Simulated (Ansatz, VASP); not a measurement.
Tc in VASP and in Ansatz

INCAR

```
SYSTEM = Tc
PREC = Accurate
ENCUT = 520
EDIFF = 1E-8
ISMEAR = -1
SIGMA = 0.03
LREAL = .False.
LASPH = .True.
NELM = 80
ALGO = Normal
ISIF = 2
LWAVE = .False.
LCHARG = .False.
GGA = PS
LEFG = .True.
NBANDS = 12
```

The input KPOINTS:

```
regular mesh
0
Gamma
  18 18 18
  0 0 0
```

Contents of POSCAR:

```
Tc
1.0
    0.0390000000      1.9695000000      1.9695000000
    1.9695000000      0.0390000000      1.9695000000
    1.9695000000      1.9695000000      0.0390000000
Tc
1
Direct
    0.0000000000      0.0000000000      0.0000000000
```

Input for Ansatz:

```yaml
crystal:
  lattice:
    - [0.039, 1.9695, 1.9695]
    - [1.9695, 0.039, 1.9695]
    - [1.9695, 1.9695, 0.039]
  atoms:
    - { symbol: Tc, position: [0.0, 0.0, 0.0] }
kpoints:
  mp_grid: { grid: [18, 18, 18] }
scf:
  occupations: { method: fermi_dirac, width: 0.03 }
hamiltonian:
  xc: pbesol
  pseudopotentials: { kind: paw }
output:
  forces: true
  stress: true
  eigenvalues: true
  efg: { contact_densities: true }
```

Change from the starting cell: equal xy, yz and zx shear strains of +2 %, PAW files.

Alike in both runs: task electric field gradients; functional PBEsol; k mesh 18 × 18 × 18; occupations fermi-dirac, width 0.03 eV; no spin polarisation.

|  | VASP | Ansatz |
| --- | --- | --- |
| version | VASP 6.6.1 | Ansatz 0.2.0 |
| potentials or method | VASP PAW PBE potentials, release 64 (Tc_pv) | PAW with Ansatz's default frozen-core files, scalar-relativistic |
| plane-wave cutoff (eV) | 520 | 500 |
| valence electrons in the cell | 13 | 15 |

```tsv
	VASP	Ansatz	Ansatz less VASP
pressure (GPa)	-15.5	-14.8	+0.64
traceless stress, the component that is largest in VASP (GPa)	-3.20	-3.22	-0.016
size of Vzz on the site where it differs most (V/Å²)	10.3	11.2	+0.98
```

VASP's potentials were made for PBE, not for PBEsol. VASP's potentials hold 13 valence electrons a cell and Ansatz's 15, so a difference there can come from the potentials and not from the codes.
